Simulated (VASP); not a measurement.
Write the native input for VASP 6.6.1 that does the following.

* Task: single point
* Functional: PBE
* Potentials or basis: VASP PAW PBE potentials, release 64 (C, Ca_sv)
* Cutoff: 520 eV
* k mesh: 8 × 8 × 8
* Occupations: fermi-dirac, width 0.02 eV
* Spin: no spin polarisation
* Dipole correction: no
* Further INCAR settings: ALGO = Normal; EDIFF = 1e-06; NBANDS = 19

The structure of Ca2C lies in POSCAR:

```
Ca2C
1.0
    0.0000000000      3.1952190565      3.1285802962
    3.1952190565      0.0000000000      3.1285802962
    3.1952190565      3.1952190565      0.0000000000
C Ca
1 2
Direct
    0.0000000000      0.0000000000      0.0000000000
    0.2500000000      0.2500000000      0.2500000000
    0.7500000000      0.7500000000      0.7500000000
```

This cell differs from its parent crystal: biaxial xy strain +2.1%.

The input as run:

INCAR

```
SYSTEM = Ca2C
ALGO     = Normal         ! electronic algorithm
EDIFF    = 1E-6           ! SCF threshold, eV
ENCUT    = 520            ! plane-wave cutoff, eV
GGA      = PE             ! functional
ISIF     = 2              ! what is computed and relaxed
ISMEAR   = -1             ! smearing method
LASPH    = .True.         ! aspherical terms in the spheres
LCHARG   = .False.        ! write CHGCAR
LREAL    = .False.        ! projectors in reciprocal space
LWAVE    = .False.        ! write WAVECAR
NBANDS   = 19             ! bands
NELM     = 100            ! most SCF steps
PREC     = Accurate       ! precision mode
SIGMA    = 0.02           ! smearing width, eV
```

KPOINTS

```
k-points
0
Gamma
  8 8 8
  0 0 0
```

Potentials or basis: VASP PAW PBE potentials, release 64 (C, Ca_sv).

Command:

```console
$ cat potpaw_PBE.64/C/POTCAR potpaw_PBE.64/Ca_sv/POTCAR > POTCAR
$ mpirun -np 1 vasp_std > vasp.out
```

It gave:

The pressure is -1.3 GPa and the band gap on the k mesh is 0.18 eV.

Caveat: the cell differs from its parent crystal (biaxial xy strain +2.1%); the structure was generated, so it needn't be the stable form of Ca2C; semilocal functionals underestimate gaps, and a narrow one can read as zero.

It took 30 s on 1 thread of Intel(R) Xeon(R) 6975P-C (Granite Rapids) (shared host), peak memory 0.23 GiB.
